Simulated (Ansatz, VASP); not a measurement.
**V in VASP and in Ansatz**

File INCAR:

```
ALGO = Normal
EDIFF = 1E-6
ENCUT = 520
GGA = PS
ISIF = 2
ISMEAR = -1
ISPIN = 2
LASPH = True
LCHARG = False
LMAXMIX = 4
LORBIT = 11
LREAL = False
LWAVE = False
MAGMOM = 2 2
NBANDS = 24
NELM = 150
PREC = Accurate
SIGMA = 0.05
```

The input KPOINTS:

```
k-points
0
Gamma
  12 12 6
```

POSCAR

```
V
1.0
    2.6215415862      0.0000000000      0.0000000000
   -1.3107707930      2.2703216106      0.0000000000
    0.0000000000      0.0000000000      4.7546172825
V
2
Direct
    0.3333333333      0.6666666667      0.2500000000
    0.6666666667      0.3333333333      0.7500000000
```

The input input.yaml:

```yaml
crystal:
  lattice:
    - [2.6215415862, 0.0, 0.0]
    - [-1.310770793, 2.2703216106, 0.0]
    - [0.0, 0.0, 4.7546172825]
  atoms:
    - { symbol: V, position: [0.3333333333, 0.6666666667, 0.25], spin: 2.0 }
    - { symbol: V, position: [0.6666666667, 0.3333333333, 0.75], spin: 2.0 }
kpoints:
  mp_grid: { grid: [12, 12, 6] }
scf:
  occupations: { method: fermi_dirac, width: 0.05 }
hamiltonian:
  xc: pbesol
  pseudopotentials: { kind: all_electron, lapw: { basis_error: 0.0005 } }
magnetization:
  spin_polarized: true
output:
  forces: true
  stress: true
  eigenvalues: true
```

Change from the starting cell: volume scaled by 1.02.

Alike in both runs: task single point; functional PBEsol; k mesh 12 × 12 × 6; occupations fermi-dirac, width 0.05 eV; collinear spin.

|  | VASP | Ansatz |
| --- | --- | --- |
| version | VASP 6.6.1 | Ansatz 0.2.0 |
| potentials or method | VASP PAW PBE potentials, release 64 (V_sv), cutoff 520 eV | all-electron LAPW, scalar-relativistic |

```tsv
	VASP	Ansatz	Ansatz less VASP
gap on the k mesh at the Fermi level (eV)	none	none	-
pressure (GPa)	-10.1	-10.3	-0.18
traceless stress, the component that is largest in VASP (GPa)	-0.08	-0.05	+0.028
net moment per atom (μB)	0.00	0.00	0.000
```

VASP's potentials were made for PBE, not for PBEsol. A gap of «none» marks a metal or a gap that the smearing closes. Ansatz ran all-electron here, and VASP with PAW potentials.
